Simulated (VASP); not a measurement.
**BiRu: single point with r2SCAN**

The system is BiRu.

```
Ru Bi
1.0
     0.00000    3.06287    3.06287
     3.06287    0.00000    3.06287
     3.06287    3.06287    0.00000
Ru Bi
1 1
Direct
  0.00000 0.00000 0.00000
  0.25000 0.25000 0.25000
```

| Quantity | Value |
| --- | --- |
| Program | VASP 6.6.1 |
| Task | single point |
| Functional | r2SCAN |
| Potentials or basis | VASP PAW PBE potentials, release 64 (Ru_pv, Bi_d) |
| Cutoff | 520 eV |
| k mesh | 10 × 10 × 10 |
| Occupations | gaussian, width 0.05 eV |
| Spin | no spin polarisation |
| Dipole correction | no |
| Further INCAR settings | ALGO = Normal; EDIFF = 1e-07; NBANDS = 22 |

The pressure is -2.9 GPa. The band gap on the k mesh is zero (an odd number of electrons rules out a gap without spin polarisation).

Levels at points of the mesh, in eV from the Fermi level:
| k point | band 11 | band 12 | band 13 | band 14 | band 15 | band 16 | band 17 | band 18 |
| --- | --- | --- | --- | --- | --- | --- | --- | --- |
| (0.00, 0.00, 0.00) | -2.78 | -2.78 | -0.88 | -0.88 | 3.61 | 5.21 | 5.21 | 5.21 |
| (0.50, 0.00, 0.00) | -2.51 | -2.51 | -0.78 | -0.78 | -0.42 | 3.07 | 3.07 | 5.03 |
| (0.50, 0.50, 0.00) | -1.73 | -1.73 | -0.93 | -0.77 | -0.13 | 0.61 | 0.61 | 5.30 |

It took 3.8 min on 1 thread of Intel Xeon 8259CL, on a shared host, peak memory 0.22 GiB.

Caveat: the PAW data sets were made with another functional, which shifts forces and pressure a little; spin-orbit coupling is left out, which moves the levels of the heavy elements.
